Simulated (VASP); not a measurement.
A run of VASP 6.6.1:

File POSCAR:

```
Cu3BiS4
1.0
    0.0000000000      5.4198173700      0.0000000000
    5.4198173700      0.0000000000      0.0000000000
    2.7099086900      2.7099086900     -5.4117660000
Cu Bi S
3 1 4
Direct
    0.5000000000      0.5000000000      0.0000000000
    0.7500000000      0.2500000000      0.5000000000
    0.2500000000      0.7500000000      0.5000000000
    0.0000000000      0.0000000000      0.0000000000
    0.3870000000      0.3870000000      0.7360000000
    0.6130000000      0.1230000000      0.2640000000
    0.8770000000      0.8770000000      0.7360000000
    0.1230000000      0.6130000000      0.2640000000
```

The input INCAR.step1:

```
PREC = Accurate
ENCUT = 520
ISMEAR = -5
SIGMA = 0.1
LREAL = False
LASPH = True
NELM = 150
ISPIN = 2
MAGMOM = 0 0 0 0 0 0 0 0
LMAXMIX = 4
NBANDS = 50
NELECT = 70.0
GGA = PE
ALGO = Normal
EDIFF = 1E-4
LWAVE = True
LCHARG = False
```

File INCAR.step2:

```
PREC = Accurate
ENCUT = 520
EDIFF = 1E-6
ISMEAR = -1
SIGMA = 0.1
LREAL = False
LASPH = True
NELM = 150
ALGO = Normal
ISIF = 2
LWAVE = False
LCHARG = False
ISPIN = 2
MAGMOM = 0 0 0 0 0 0 0 0
LORBIT = 11
LMAXMIX = 4
METAGGA = R2SCAN
LMIXTAU = True
NBANDS = 50
NELECT = 70.0
ISTART = 1
```

The input KPOINTS:

```
Automatic mesh
0
Gamma
  5 5 5
```

Potentials or basis: VASP PAW PBE potentials, release 64 (Cu, Bi_d, S).

Command:

```sh
$ cat potpaw_PBE.64/Cu/POTCAR potpaw_PBE.64/Bi_d/POTCAR potpaw_PBE.64/S/POTCAR > POTCAR
$ cp INCAR.step1 INCAR
$ mpirun -np 1 vasp_std > vasp.out
$ cp INCAR.step2 INCAR
$ mpirun -np 1 vasp_std > vasp.out
```

Hardware: 1 thread of Intel(R) Xeon(R) Platinum 8259CL CPU @ 2.50GHz (Skylake/Cascade Lake), on a shared host.

**Question.** Estimate the wall time of this run.

**Answer.** It took 25 min on 1 thread of Intel(R) Xeon(R) Platinum 8259CL CPU @ 2.50GHz (Skylake/Cascade Lake), on a shared host, peak memory 0.51 GiB. Counts: k points 18.
